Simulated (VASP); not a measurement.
Set up this calculation in VASP 6.6.1, as the native input.

| Item | Value |
| --- | --- |
| Task | single point |
| Functional | PBE |
| Potentials or basis | VASP PAW PBE potentials, release 64 (F, Pb_d) |
| Cutoff | 520 eV |
| k mesh | 9 × 9 × 1 |
| Occupations | gaussian, width 0.05 eV |
| Spin | no spin polarisation |
| Dipole correction | yes |
| Further INCAR settings | ALGO = Normal; EDIFF = 1e-06; NBANDS = 52 |

The structure of PbF2 lies in POSCAR:

```
PbF2
1.0
    4.2427419478      0.0000000000      0.0000000000
   -2.1213709739      3.6743223085      0.0000000000
    0.0000000000      0.0000000000     24.5265068088
F Pb
6 3
Direct
    0.6666666667      0.3333333333      0.2796016405
    0.0000000000      0.0000000000      0.3679505189
    0.3333333333      0.6666666667      0.4472359809
    0.6666666667      0.3333333333      0.5309559862
    0.0000000000      0.0000000000      0.6180758042
    0.3333333333      0.6666666667      0.7091836191
    0.6666666667      0.3333333333      0.3629101838
    0.3333333333      0.6666666667      0.5331611643
    0.0000000000      0.0000000000      0.7038910267
```

One way to write it, as run:

INCAR

```
PREC = Accurate ; ENCUT = 520
EDIFF = 1E-6 ; ISMEAR = 0
SIGMA = 0.05 ; LREAL = F
LASPH = T ; NELM = 60
ALGO = Normal ; ISIF = 2
LWAVE = F ; LCHARG = F
LDIPOL = T ; IDIPOL = 3
DIPOL = 0.5 0.5 0.506 ; GGA = PE
NBANDS = 52
```

KPOINTS

```
regular mesh
0
Gamma
  9 9 1
```

Potentials or basis: VASP PAW PBE potentials, release 64 (F, Pb_d).

Launch:

```console
$ cat potpaw_PBE.64/F/POTCAR potpaw_PBE.64/Pb_d/POTCAR > POTCAR
$ mpirun -np 1 vasp_std > vasp.out
```

It gave:

```json
{
 "Largest force": "0.119 eV/Å",
 "Band gap on the k mesh": "zero (band 42 reaches -2.01 eV, above the bottom of band 43 at -2.16 eV)"
}
```

Caveat: spin-orbit coupling is left out, which moves the levels of the heavy elements.

Run time: 4.4 min on 1 thread of AMD EPYC 9R45 96-Core Processor (Zen 5), with other jobs on the host, peak memory 0.52 GiB.
